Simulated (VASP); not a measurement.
Write the native input for VASP 6.6.1 that does the following.

```yaml
Task: single point
Functional: PBE
Potentials_or_basis: VASP PAW PBE potentials, release 64 (Zn, O)
Cutoff: 520 eV
k_mesh: 4 × 4 × 8
Occupations: fermi-dirac, width 0.02 eV
Spin: no spin polarisation
Dipole_correction: no
Further_INCAR_settings: ALGO = Normal; EDIFF = 1e-07; NBANDS = 46
```

The structure of ZnO lies in POSCAR:

```
ZnO
1.0
    5.6085678019      0.0000000000      0.0000000000
    0.0000000000      5.6085678019      0.0000000000
    0.0000000000      0.0000000000      3.2789687234
Zn O
4 4
Direct
    0.1816732154      0.1816732154      0.5000000000
    0.8183267846      0.8183267846      0.5000000000
    0.6816732154      0.3183267846      0.0000000000
    0.3183267846      0.6816732154      0.0000000000
    0.8184370487      0.1815629513      0.5000000000
    0.1815629513      0.8184370487      0.5000000000
    0.6815629513      0.6815629513      0.0000000000
    0.3184370487      0.3184370487      0.0000000000
```

One way to write it, as run:

INCAR

```
  PREC = Accurate
  ENCUT = 520
  EDIFF = 1E-7
  ISMEAR = -1
  SIGMA = 0.02
  LREAL = False
  LASPH = True
  NELM = 80
  ALGO = Normal
  ISIF = 2
  LWAVE = False
  LCHARG = True
  GGA = PE
  LELF = True
  LVHAR = True
  NBANDS = 46
```

KPOINTS

```
Automatic mesh
0
Gamma
  4 4 8
```

Potentials or basis: VASP PAW PBE potentials, release 64 (Zn, O).

Launch:

```sh
$ cat potpaw_PBE.64/Zn/POTCAR potpaw_PBE.64/O/POTCAR > POTCAR
$ mpirun -np 1 vasp_std > vasp.out
```

Results of the run:

* Pressure: 0.9 GPa
* Largest force: 0.005 eV/Å
* Band gap on the k mesh: 0.74 eV

It took 4.1 min on 1 thread of Intel Xeon 8259CL, with other jobs on the host, peak memory 0.25 GiB.
